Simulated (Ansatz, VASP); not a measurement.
# Two plane-wave programs on P

```
P
1.0
     1.63668   -5.42836    0.00000
     1.63668    5.42836    0.00000
     0.00000    0.00000    4.51314
P
4
Direct
  0.90414 0.09586 0.58882
  0.09586 0.90414 0.41118
  0.59586 0.40414 0.08882
  0.40414 0.59586 0.91118
```

Alike in both runs: task single point; functional SVWN5; k mesh 8 × 8 × 6; occupations fermi-dirac, width 0.05 eV; no spin polarisation.

|  | VASP | Ansatz |
| --- | --- | --- |
| version | VASP 6.6.1 | Ansatz 0.2.0 |
| potentials or method | VASP PAW PBE potentials, release 64 (P) | Ansatz PAW |
| plane-wave cutoff (eV) | 500 | 420 |
| valence electrons in the cell | 20 | 20 |

|  | VASP | Ansatz | Ansatz less VASP |
| --- | --- | --- | --- |
| gap on the k mesh at the Fermi level (eV) | 0.04 | 0.05 | +0.003 |
| least direct gap on the mesh (eV) | 0.04 | 0.05 | +0.003 |
| pressure (GPa) | -0.3 | -0.7 | -0.33 |
| traceless stress, the component that is largest in VASP (GPa) | -0.13 | -0.25 | -0.126 |
| rms of the force components (eV/Å) | 0.221 | 0.203 | -0.0186 |

VASP's potentials were made for PBE, not for SVWN5. Atom by atom the forces differ by 0.019 eV/Å (rms over components). With one functional, cell and mesh, what is left measures potentials, basis and numerics.
